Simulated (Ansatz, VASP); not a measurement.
**Two plane-wave programs on CdSe**

```xyz
2
Lattice="0.0000 3.0497 3.0497 3.0497 0.0000 3.0497 3.0497 3.0497 0.0000" Properties=species:S:1:pos:R:3 pbc="T T T"
Cd    0.0000    0.0000    0.0000
Se    1.5248    1.5248    1.5248
```

Alike in both runs: task single point; functional PBE; dispersion D3(BJ); k mesh 8 × 8 × 8; occupations fermi-dirac, width 0.05 eV; no spin polarisation.

```csv
,VASP,Ansatz
version,VASP 6.6.1,Ansatz 0.2.0
potentials or method,"VASP PAW PBE potentials, release 64 (Cd, Se)",Ansatz PAW
plane-wave cutoff (eV),520,420
valence electrons in the cell,18,36
```

Ansatz gave:

```
gap on the k mesh at the Fermi level (eV) : 0.59
least direct gap on the mesh (eV)         : 0.59
pressure (GPa)                            : 0.3
```

**Question.** What did VASP give for the same quantities?

**Answer.** gap on the k mesh at the Fermi level (eV): 0.59; least direct gap on the mesh (eV): 0.59; pressure (GPa): 0.6.

VASP's potentials hold 18 valence electrons a cell and Ansatz's 36, so a difference there can come from the potentials and not from the codes.
